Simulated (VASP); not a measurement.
# Mg2Cl (Pnnm) in VASP: further runs

Runs on Mg2Cl. Level: PBE. Tasks: relaxation of cell and atoms.

All numbers are computed with VASP 6.6.1; they aren't measurements. Logs are shortened: lines on timing, memory, paths and dates and some standing lists are left out, and cuts for length are marked.

## 1. The cell of the first run

It takes space group Pnnm (No. 58, orthorhombic). Conventional cell: a = 5.768 Å, b = 5.944 Å, c = 3.883 Å, α = 90.00°, β = 90.00°, γ = 90.00°. Mg (site symmetry m) has 3 Cl at 2.50 to 2.56 Å and 1 Mg at 3.33 Å within 3.4 Å. Cl (site symmetry 2/m) has 6 Mg at 2.50 to 2.56 Å within 3.3 Å.

## 2. Relaxation of cell and atoms, PBE

File INCAR:

```
SYSTEM = Mg2Cl
  ALGO = Normal
  EDIFF = 1E-6
  EDIFFG = -0.04
  ENCUT = 600
  GGA = PE
  IBRION = 2
  ISIF = 3
  ISMEAR = 0
  LASPH = .TRUE.
  LCHARG = .FALSE.
  LREAL = .FALSE.
  LWAVE = .FALSE.
  NELM = 100
  NSW = 90
  PREC = Accurate
  SIGMA = 0.1
```

File KPOINTS:

```
k-points
0
G
  4 4 4
  0 0 0
```

File POSCAR:

```
Mg2Cl
1.0
    5.7683217410      0.0000000000      0.0000000000
    0.0000000000      5.9439597428      0.0000000000
    0.0000000000      0.0000000000      3.8825242488
Mg Cl
4 2
Direct
    0.2250000000      0.8250000000      0.5000000000
    0.7250000000      0.6750000000      0.0000000000
    0.7750000000      0.1750000000      0.5000000000
    0.2750000000      0.3250000000      0.0000000000
    0.5000000000      0.5000000000      0.5000000000
    0.0000000000      0.0000000000      0.0000000000
```

Potentials or basis: VASP PAW PBE potentials, release 64 (Mg, Cl).

Launch:

```sh
cat potpaw_PBE.64/Mg/POTCAR potpaw_PBE.64/Cl/POTCAR > POTCAR
mpirun -np 1 vasp_std > vasp.out
```

OUTCAR:

```text
SYSTEM = Mg2Cl
   EDIFF = 1E-6
   EDIFFG = -0.04
   ENCUT = 600
   GGA = PE
   IBRION = 2
   ISIF = 3
   ISMEAR = 0
   LASPH = .TRUE.
   LREAL = .FALSE.
   NELM = 100
   NSW = 90
   PREC = Accurate

 ion  position               nearest neighbor table
   1  0.225  0.825  0.500-   5 2.50   6 2.56   6 2.56   3 3.33   4 3.56   4 3.56   4 3.56   4 3.56
                             2 3.59   2 3.59   2 3.59   2 3.59
   2  0.725  0.675  0.000-   6 2.50   5 2.56   5 2.56   4 3.33   3 3.56   3 3.56   3 3.56   3 3.56
                             1 3.59   1 3.59   1 3.59   1 3.59
   3  0.775  0.175  0.500-   5 2.50   6 2.56   6 2.56   1 3.33   2 3.56   2 3.56   2 3.56   2 3.56
                             4 3.59   4 3.59   4 3.59   4 3.59
   4  0.275  0.325  0.000-   6 2.50   5 2.56   5 2.56   2 3.33   1 3.56   1 3.56   1 3.56   1 3.56
                             3 3.59   3 3.59   3 3.59   3 3.59
   5  0.500  0.500  0.500-   1 2.50   3 2.50   2 2.56   4 2.56   2 2.56   4 2.56
   6  0.000  0.000  0.000-   2 2.50   4 2.50   3 2.56   1 2.56   1 2.56   3 2.56

  LATTYP: Found a simple orthorhombic cell.
 ALAT       =     3.8825242488
 B/A-ratio  =     1.4857142857
 C/A-ratio  =     1.5309523810

  Lattice vectors:

 A1 = (   0.0000000000,   0.0000000000,   3.8825242488)
 A2 = (   5.7683217410,   0.0000000000,   0.0000000000)
 A3 = (   0.0000000000,   5.9439597428,   0.0000000000)

Analysis of symmetry for initial positions (statically):
=====================================================================
 Subroutine PRICEL returns:
 Original cell was already a primitive cell.

 Routine SETGRP: Setting up the symmetry group for a
 simple orthorhombic supercell.

 Subroutine GETGRP returns: Found  8 space group operations
 (whereof  4 operations were pure point group operations)
 out of a pool of  8 trial point group operations.

The static configuration has the point symmetry C_2h.
 The point group associated with its full space group is D_2h.

Analysis of symmetry for dynamics (positions and initial velocities):
=====================================================================
 Subroutine PRICEL returns:
 Original cell was already a primitive cell.

 Routine SETGRP: Setting up the symmetry group for a
 simple orthorhombic supercell.

 Subroutine GETGRP returns: Found  8 space group operations
 (whereof  4 operations were pure point group operations)
 out of a pool of  8 trial point group operations.

The dynamic configuration has the point symmetry C_2h.
 The point group associated with its full space group is D_2h.

 Subroutine INISYM returns: Found  8 space group operations
 (whereof  4 operations are pure point group operations),
 and found     1 'primitive' translations

----------------------------------------------------------------------------------------

                                     Primitive cell

  volume of cell :     133.1188

  direct lattice vectors                    reciprocal lattice vectors
     5.768321741  0.000000000  0.000000000     0.173360649  0.000000000  0.000000000
     0.000000000  5.943959743  0.000000000     0.000000000  0.168238017  0.000000000
     0.000000000  0.000000000  3.882524249     0.000000000  0.000000000  0.257564393

  length of vectors
     5.768321741  5.943959743  3.882524249     0.173360649  0.168238017  0.257564393

  position of ions in fractional coordinates (direct lattice)
     0.225000000  0.825000000  0.500000000
     0.725000000  0.675000000  0.000000000
     0.775000000  0.175000000  0.500000000
     0.275000000  0.325000000  0.000000000
     0.500000000  0.500000000  0.500000000
     0.000000000  0.000000000  0.000000000

  ion indices of the primitive-cell ions
   primitive index   ion index
                 1           1
                 2           2
                 3           3
                 4           4
                 5           5
                 6           6

----------------------------------------------------------------------------------------

 KPOINTS: k-points

Automatic generation of k-mesh.
[... 45 lines left out ...]
  0.250000  0.250000  0.500000      4.000000
  0.500000  0.250000  0.500000      2.000000
 [... further k-points ...]
   k-points           NKPTS =     27   k-points in BZ     NKDIM =     27   number of bands    NBANDS=     15
   number of dos      NEDOS =    301   number of ions     NIONS =      6
   total plane-waves  NPLWV =  73728
   dimension x,y,z NGX =    48 NGY =   48 NGZ =   32
   dimension x,y,z NGXF=    96 NGYF=   96 NGZF=   64
   ions per type =               4   2
   NGX,Y,Z   is equivalent  to a cutoff of  13.83, 13.43, 13.70 a.u.
   NGXF,Y,Z  is equivalent  to a cutoff of  27.67, 26.85, 27.40 a.u.
 SYSTEM =  Mg2Cl
   PREC   = accura    normal or accurate (medium, high low for compatibility)
   ISTART =      0    job   : 0-new  1-cont  2-samecut
   ICHARG =      2    charge: 1-file 2-atom 10-const
   ISPIN  =      1    spin polarized calculation?
   LNONCOLLINEAR =      F non collinear calculations
   LSORBIT =      F    spin-orbit coupling
   LASPH  =      T    aspherical Exc in radial PAW
   ENCUT  =  600.0 eV  44.10 Ry    6.64 a.u.  11.52 11.87  7.75*2*pi/ulx,y,z
   NELM   =    100;   NELMIN=  2; NELMDL= -5     # of ELM steps
   EDIFF  = 0.1E-05   stopping-criterion for ELM
   LREAL  =      F    real-space projection
   EDIFFG = -.4E-01   stopping-criterion for IOM
   NSW    =     90    number of steps for IOM
   IBRION =      2    ionic relax: 0-MD 1-quasi-New 2-CG
   NFREE  =      1    steps in history (QN), initial steepest desc. (CG)
   ISIF   =      3    stress and relaxation
   ISYM   =      2    0-nonsym 1-usesym 2-fastsym
   POTIM  = 0.5000    time-step for ionic-motion
   TEBEG  =    0.0;   TEEND  =   0.0 temperature during run
   PSTRESS=    0.0 pullay stress
   NELECT =      22.0000    total number of electrons
   NUPDOWN=      -1.0000    fix difference up-down
   EMIN   =  10.00;   EMAX   =-10.00  energy-range for DOS
   EFERMI =   0.00;   METHOD = LEGACY
   ISMEAR =     0;   SIGMA  =   0.10  broadening in eV -4-tet -1-fermi 0-gaus
   EFERMI_NEDOS =   21; number of points for ismear=-14 and -15
   IALGO  =     38    algorithm
   IMIX   =      4    mixing-type and parameters
     AMIX     =   0.40;   BMIX     =  1.00
     AMIX_MAG =   1.60;   BMIX_MAG =  1.00
  volume/ion in A,a.u.               =      22.19       149.72
  Fermi-wavevector in a.u.,A,eV,Ry     =   0.898399  1.697728 10.981543  0.807121
  Thomas-Fermi vector in A             =   2.021103
   LORBIT       =      0    0 simple, 1 ext, 2 COOP (PROOUT), +10 PAW based schemes
   GGA     = PE    functional components
   LHFCALC =     F    Hartree Fock is set to
   AEXX    =    0.0000 exact exchange contribution
   IVDW    =     0    specifies the selected vdW correction
   LEPSILON=     F    determine dielectric tensor
   LRPA    =     F    only Hartree local field effects (RPA)
 conjugate gradient relaxation of ions
 non-spin polarized calculation
 Gauss-broadening in eV      SIGMA  =   0.10
  energy-cutoff  :      600.00
  volume of cell :      133.12
 maximum number of plane-waves:      4471
 NGX is ok and might be reduce to    48
   NGX = 23   NGY = 23   NGZ = 15

--------------------------------------- Ionic step        1  -------------------------------------------

 number of electron      22.0000001 magnetization

 Free energy of the ion-electron system (eV)
  ---------------------------------------------------
  ext. energy  EPLUGINS =         0.00000000
  ---------------------------------------------------
  free energy    TOTEN  =        -9.55992607 eV

  energy without entropy =       -9.53860047  energy(sigma->0) =       -9.54926327

------------------------ aborting loop because EDIFF is reached ----------------------------------------

  FORCE on cell =-STRESS in cart. coord.  units (eV):
  Direction    XX          YY          ZZ          XY          YZ          ZX
  --------------------------------------------------------------------------------------
  -------------------------------------------------------------------------------------
  Total        4.9933963      7.1041969      5.4850212     -0.0000000      0.0000000      0.0000000
  in kB       60.0989809     85.5039273     66.0160266     -0.0000000      0.0000000      0.0000000
  external PRESSURE =      70.5396449 kB  Pullay stress =       0.0000000 kB
[... 101 lines left out ...]
  FREE ENERGIE OF THE ION-ELECTRON SYSTEM (eV)
  ---------------------------------------------------
  free  energy   TOTEN  =       -10.2766902070 eV

  energy  without entropy=      -10.2611299951  energy(sigma->0) =      -10.26891010

[... ionic steps 4 to 64 ...]

--------------------------------------- Ionic step       65  -------------------------------------------

 number of electron      22.0000032 magnetization

------------------------ aborting loop because EDIFF is reached ----------------------------------------
[... 75 lines left out ...]
--------------------------------------- Ionic step       67  -------------------------------------------

 number of electron      22.0000008 magnetization

 Free energy of the ion-electron system (eV)
  ---------------------------------------------------
  ext. energy  EPLUGINS =         0.00000000
  ---------------------------------------------------
  free energy    TOTEN  =       -13.34623028 eV

  energy without entropy =      -13.33756100  energy(sigma->0) =      -13.34189564

 E-fermi :   3.7718     XC(G=0):  -8.3600

 val. band max:        3.6830429573   @ k =   0.2500   0.2500   0.0000
 cond. band min:       3.8154907465   @ k =   0.5000   0.0000   0.5000
 fundamental gap:      0.1324477892
 Fermi energy:         3.7718371286

 k-point     1 :       0.0000    0.0000    0.0000
  band No.  band energies     occupation
      1     -14.1692      2.00000
      2     -14.1598      2.00000
      3      -4.1693      2.00000
      4      -3.3982      2.00000
      5      -1.8381      2.00000
      6      -1.4014      2.00000
      7      -1.3970      2.00000
      8      -1.1512      2.00000
      9      -1.1415      2.00000
     10       0.0631      2.00000
     11       2.8937      2.00000
     12       5.5722      0.00000
     13       5.6989      0.00000
     14       7.0582      0.00000
[... 401 lines left out ...]
      2     -13.6141      2.00000
      3      -3.6432      2.00000
      4      -3.6432      2.00000
      5      -2.5417      2.00000
      6      -2.5417      2.00000
      7      -2.1119      2.00000
      8      -2.1119      2.00000
      9       3.1165      2.00000
     10       3.1165      2.00000
     11       3.6657      1.86670
     12       3.6657      1.86670
     13       3.9096      0.05144
     14       3.9096      0.05144
     15       4.5616      0.00000

 [... further k-points ...]

------------------------ aborting loop because EDIFF is reached ----------------------------------------

  FORCE on cell =-STRESS in cart. coord.  units (eV):
  Direction    XX          YY          ZZ          XY          YZ          ZX
  --------------------------------------------------------------------------------------
  -------------------------------------------------------------------------------------
  Total       -0.2170751     -0.0299387     -0.0957211      0.0000000      0.0000000      0.0000000
  in kB       -2.4426871     -0.3368917     -1.0771238      0.0000000      0.0000000      0.0000000
  external PRESSURE =      -1.2855675 kB  Pullay stress =       0.0000000 kB
[... 21 lines left out ...]
  FREE ENERGIE OF THE ION-ELECTRON SYSTEM (eV)
  ---------------------------------------------------
  free  energy   TOTEN  =       -13.3462302788 eV

  energy  without entropy=      -13.3375610038  energy(sigma->0) =      -13.34189564

 reached required accuracy - stopping structural energy minimisation
```

Wall time 28 min (1 thread of Intel Xeon 6975P-C (Granite Rapids), shared host); peak memory 0.32 GiB.

Results:

```yaml
Free_energy: -13.3462 eV
Relaxed_volume: 23.73 Å³/atom
Relaxed_cell: a = 3.663 Å, b = 11.323 Å, c = 3.433 Å, α = 90.00°, β = 90.00°, γ = 90.00°
Space_group_after_relaxing_to_0.1_Å: Pnnm (No. 58)
Energy_gained_by_relaxing: 631.1 meV/atom
Ionic_steps: 67
Pressure_after_relaxing: -0.1 GPa
Largest_force_after_relaxing: 0.031 eV/Å
Band_gap_on_the_k_mesh: zero (bands 11 and 12 overlap by 3.13 eV)
```

Forces in eV/Å, atoms in the order of the input:
```
Mg  -0.016  0.027  0.000
Mg  -0.016 -0.027  0.000
Mg   0.016 -0.027  0.000
Mg   0.016  0.027  0.000
Cl   0.000  0.000  0.000
Cl   0.000  0.000  0.000
```

Stress tensor (GPa, compression positive):
```
-0.24  0.00  0.00
 0.00 -0.03  0.00
 0.00  0.00 -0.11
```

The path:
| step | energy change (eV) | largest force (eV/Å) | pressure (GPa) | volume (Å³) |
| --- | --- | --- | --- | --- |
| 1 | 0.0000 | 0.6461 | 7.05 | 133.12 |
| 3 | -0.7168 | 0.3909 | -1.03 | 175.68 |
| 5 | -0.7290 | 0.4088 | -0.43 | 169.12 |
| 7 | -1.0055 | 0.4693 | -0.52 | 166.36 |
| 9 | -2.1100 | 0.0930 | 0.61 | 148.69 |
| 11 | -2.2022 | 0.1431 | -0.33 | 151.99 |
| 13 | -2.2195 | 0.1092 | 0.41 | 147.92 |
| 15 | -2.2363 | 0.0655 | -0.15 | 152.00 |
| 17 | -2.2586 | 0.0677 | 0.23 | 152.38 |
| 19 | -2.2911 | 0.1492 | -0.36 | 158.71 |
| 21 | -2.3779 | 0.8416 | -3.79 | 178.84 |
| 23 | -2.4208 | 0.7559 | -2.54 | 174.62 |
| 25 | -2.4096 | 0.6884 | -2.21 | 173.19 |
| 27 | -2.4065 | 0.6729 | -2.15 | 172.94 |
| 29 | -2.4143 | 0.7137 | -2.41 | 174.15 |
| 31 | -2.4164 | 0.7361 | -2.59 | 174.91 |
| 33 | -2.4425 | 0.7507 | -2.62 | 174.45 |
| 35 | -2.5655 | 0.7822 | -2.79 | 172.29 |
| 37 | -2.9961 | 0.6632 | -3.83 | 162.25 |
| 39 | -3.0902 | 0.5593 | -4.22 | 158.55 |
| 41 | -3.5824 | 0.3289 | -0.45 | 136.58 |
| 43 | -3.5898 | 0.2809 | 0.28 | 133.87 |
| 45 | -3.6538 | 0.1633 | 0.10 | 136.24 |
| 47 | -3.6656 | 0.1104 | 0.04 | 137.89 |
| 49 | -3.6790 | 0.1128 | -0.30 | 139.02 |
| 51 | -3.6876 | 0.1071 | 0.53 | 137.22 |
| 53 | -3.6988 | 0.0954 | 0.55 | 138.10 |
| 55 | -3.7224 | 0.0845 | -0.12 | 141.86 |
| 57 | -3.7316 | 0.0798 | -0.47 | 142.83 |
| 59 | -3.7397 | 0.0450 | 0.13 | 139.71 |
| 61 | -3.7541 | 0.0437 | 0.00 | 139.96 |
| 63 | -3.7702 | 0.0550 | -0.05 | 139.42 |
| 65 | -3.7763 | 0.0662 | -0.07 | 140.02 |
| 67 | -3.7863 | 0.0312 | -0.13 | 142.38 |

Final structure:
```
Mg Cl
1.0
     3.66285    0.00000    0.00000
     0.00000   11.32336    0.00000
     0.00000    0.00000    3.43288
Mg Cl
4 2
Direct
  0.02793 0.82441 0.50000
  0.52793 0.67559 0.00000
  0.97207 0.17559 0.50000
  0.47207 0.32441 0.00000
  0.50000 0.50000 0.50000
  0.00000 0.00000 0.00000
```

Caveat: the k points lie up to 0.46 Å⁻¹ apart in the final cell, too coarse for converged energies and pressures of a metal; a cell axis changed by over 15 % at a fixed basis, so the end point is rough.

## 3. Relaxation of cell and atoms, PBE

This run uses another cell than the first one, of 25.48 Å³/atom.

File INCAR:

```
PREC = Accurate ; ENCUT = 600
EDIFF = 1E-6 ; ISMEAR = 0
SIGMA = 0.1 ; LREAL = False
LASPH = True ; NELM = 100
ALGO = Normal ; ISIF = 3
LWAVE = False ; LCHARG = False
GGA = PE ; IBRION = 2
NSW = 90 ; EDIFFG = -0.04
```

File KPOINTS:

```
regular mesh
0
Gamma
  4 2 6
```

File POSCAR:

```
Mg2Cl
1.0
    5.5727164222      0.0000000000      0.0000000000
    0.0000000000      8.1709773455      0.0000000000
    0.0000000000      0.0000000000      3.3573429242
Mg Cl
4 2
Direct
    0.3254795154      0.8496675442      0.5000000000
    0.8254795154      0.6503324558      0.0000000000
    0.6745204846      0.1503324558      0.5000000000
    0.1745204846      0.3496675442      0.0000000000
    0.5000000000      0.5000000000      0.5000000000
    0.0000000000      0.0000000000      0.0000000000
```

Potentials or basis: VASP PAW PBE potentials, release 64 (Mg, Cl).

Launch:

```sh
cat potpaw_PBE.64/Mg/POTCAR potpaw_PBE.64/Cl/POTCAR > POTCAR
mpirun -np 1 vasp_std > vasp.out
```

Run time: 1.9 min. Hardware: 1 thread of Intel Xeon 6975P-C (Granite Rapids), shared host; peak memory 0.33 GiB.

Results (log left out):

| Property | Result |
| --- | --- |
| Free energy | -11.8438 eV |
| Relaxed volume | 25.30 Å³/atom |
| Relaxed cell | a = 5.593 Å, b = 8.255 Å, c = 3.289 Å, α = 90.00°, β = 90.00°, γ = 90.00° |
| Space group after relaxing (to 0.1 Å) | Pnnm (No. 58) |
| Energy gained by relaxing | 1.8 meV/atom |
| Ionic steps | 5 |
| Pressure after relaxing | 0.1 GPa |
| Largest force after relaxing | 0.024 eV/Å |
| Band gap on the k mesh | zero (bands 11 and 12 overlap by 2.02 eV) |

Forces on the atoms (eV/Å):
```
Mg  -0.021  0.011  0.000
Mg  -0.021 -0.011  0.000
Mg   0.021 -0.011  0.000
Mg   0.021  0.011  0.000
Cl   0.000  0.000  0.000
Cl   0.000  0.000  0.000
```

Stress tensor (GPa, compression positive):
```
-0.11  0.00  0.00
 0.00  0.20  0.00
 0.00  0.00  0.10
```

Step by step:
| step | energy change (eV) | largest force (eV/Å) | pressure (GPa) | volume (Å³) |
| --- | --- | --- | --- | --- |
| 1 | 0.0000 | 0.0333 | -0.15 | 152.88 |
| 2 | -0.0047 | 0.0282 | -0.07 | 152.36 |
| 3 | -0.0091 | 0.0213 | 0.11 | 151.48 |
| 4 | -0.0094 | 0.0197 | 0.16 | 151.15 |
| 5 | -0.0105 | 0.0241 | 0.06 | 151.82 |

Final structure:
```yaml
crystal:
  lattice:
    - [5.59268, 0.00000, 0.00000]
    - [0.00000, 8.25461, 0.00000]
    - [0.00000, 0.00000, 3.28864]
  atoms:
    - { symbol: Mg, position: [0.32479, 0.85038, 0.50000] }
    - { symbol: Mg, position: [0.82479, 0.64962, 0.00000] }
    - { symbol: Mg, position: [0.67521, 0.14962, 0.50000] }
    - { symbol: Mg, position: [0.17521, 0.35038, 0.00000] }
    - { symbol: Cl, position: [0.50000, 0.50000, 0.50000] }
    - { symbol: Cl, position: [0.00000, 0.00000, 0.00000] }
```

Levels at points of the mesh, in eV from the Fermi level:
```csv
k point,band 9,band 10,band 11,band 12,band 13,band 14
"(0.00, 0.00, 0.00)",-3.53,-2.32,-0.42,0.76,1.66,1.72
"(0.50, 0.00, 0.00)",-1.94,-1.94,-0.64,-0.64,1.21,1.21
"(0.00, 0.50, 0.00)",-2.83,-2.83,-0.52,-0.52,1.49,1.49
"(0.50, 0.50, 0.00)",-1.99,-1.99,-1.21,-1.21,2.85,2.89
"(0.00, 0.00, 0.50)",-0.41,-0.41,0.63,0.63,1.04,1.04
"(0.50, 0.00, 0.50)",-0.64,-0.64,0.51,0.51,1.21,1.21
"(0.00, 0.50, 0.50)",-0.59,-0.59,0.51,0.51,2.16,2.16
"(0.50, 0.50, 0.50)",-0.31,-0.31,0.58,0.58,1.17,1.17
```

Caveat: the k points lie up to 0.38 Å⁻¹ apart in the final cell, too coarse for converged energies and pressures of a metal.

The gap in the log of VASP goes by the Fermi energy; the results here count the filled bands.